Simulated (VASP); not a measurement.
Wanted: the native input for a VASP 6.6.1 run.

```
Task                   : single point
Functional             : PBE
Potentials or basis    : VASP PAW PBE potentials, release 64 (Al, O)
Cutoff                 : 520 eV
k mesh                 : 9 × 9 × 1
Occupations            : gaussian, width 0.1 eV
Spin                   : no spin polarisation
Dipole correction      : yes
Further INCAR settings : ALGO = Normal; EDIFF = 1e-06; NBANDS = 25
```

The structure of Al8O lies in POSCAR:

```
Al8O
1.0
    2.8535431553      0.0000000000      0.0000000000
   -1.4267715777      2.4712408633      0.0000000000
    0.0000000000      0.0000000000     31.9749292464
Al O
8 1
Direct
    0.3333333333      0.6666666667      0.1250980094
    0.0000000000      0.0000000000      0.1984481215
    0.6666666667      0.3333333333      0.2717982335
    0.0000000000      0.0000000000      0.3451483456
    0.3333333333      0.6666666667      0.4179223920
    0.0000000000      0.0000000000      0.4916598235
    0.6666666667      0.3333333333      0.5654146328
    0.0000000000      0.0000000000      0.6403432229
    0.5000000000      0.3333333333      0.6707838526
```

These files were run (other wordings do the same):

INCAR

```
SYSTEM = Al8O
PREC = Accurate ; ENCUT = 520
EDIFF = 1E-6 ; ISMEAR = 0
SIGMA = 0.1 ; LREAL = .FALSE.
LASPH = .TRUE. ; NELM = 80
ALGO = Normal ; ISIF = 2
LWAVE = .FALSE. ; LCHARG = .FALSE.
LDIPOL = .TRUE. ; IDIPOL = 3
DIPOL = 0.5 0.5 0.414 ; GGA = PE
NBANDS = 25
```

KPOINTS

```
Automatic mesh
0
G
  9 9 1
  0 0 0
```

Potentials or basis: VASP PAW PBE potentials, release 64 (Al, O).

Launch:

```sh
$ cat potpaw_PBE.64/Al/POTCAR potpaw_PBE.64/O/POTCAR > POTCAR
$ mpirun -np 1 vasp_std > vasp.out
```

It gave:

| Property | Result |
| --- | --- |
| Largest force | 5.697 eV/Å |
| Band gap on the k mesh | zero (bands 15 and 16 overlap by 3.07 eV) |

Wall time 5.3 min on 1 thread of Intel(R) Xeon(R) 6975P-C (Granite Rapids) (shared host), peak memory 0.45 GiB.
